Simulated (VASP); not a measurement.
Write the native input for VASP 6.6.1 that does the following.

```
Task                   : single point
Functional             : PBE
Potentials or basis    : VASP PAW PBE potentials, release 64 (Mn_pv, Si)
Cutoff                 : 520 eV
k mesh                 : 15 × 15 × 15
Occupations            : fermi-dirac, width 0.05 eV
Spin                   : collinear spin, ferromagnetic start
Starting moments       : [4.0, 0.0] μB
Dipole correction      : no
Further INCAR settings : ALGO = Normal; EDIFF = 1e-07; NBANDS = 20
```

The structure of MnSi (rocksalt type) lies in POSCAR:

```
MnSi
1.0
    0.0000000000      2.4062365118      2.4062365118
    2.4062365118      0.0000000000      2.4062365118
    2.4062365118      2.4062365118      0.0000000000
Mn Si
1 1
Direct
    0.0000000000      0.0000000000      0.0000000000
    0.5000000000      0.5000000000      0.5000000000
```

This cell differs from its parent crystal: volume scaled by 0.98.

The input as run:

INCAR

```
PREC = Accurate
ENCUT = 520
EDIFF = 1E-7
ISMEAR = -1
SIGMA = 0.05
LREAL = F
LASPH = T
NELM = 150
ALGO = Normal
ISIF = 2
LWAVE = F
LCHARG = F
ISPIN = 2
MAGMOM = 4 0
LORBIT = 11
LMAXMIX = 4
GGA = PE
NBANDS = 20
```

KPOINTS

```
regular mesh
0
Gamma
  15 15 15
```

Potentials or basis: VASP PAW PBE potentials, release 64 (Mn_pv, Si).

Command:

```console
$ cat potpaw_PBE.64/Mn_pv/POTCAR potpaw_PBE.64/Si/POTCAR > POTCAR
$ mpirun -np 1 vasp_std > vasp.out
```

It gave:

```
Pressure                                              : 2.1 GPa
Net moment                                            : 2.41 μB per cell
Site moments                                          : Mn +2.51; Si -0.11 μB
Valence electrons inside the program's atomic spheres : Mn 11.82; Si 1.70
```

Wall time 95 s on 1 thread of Intel(R) Xeon(R) Platinum 8488C (Sapphire Rapids), on a shared host, peak memory 0.24 GiB.
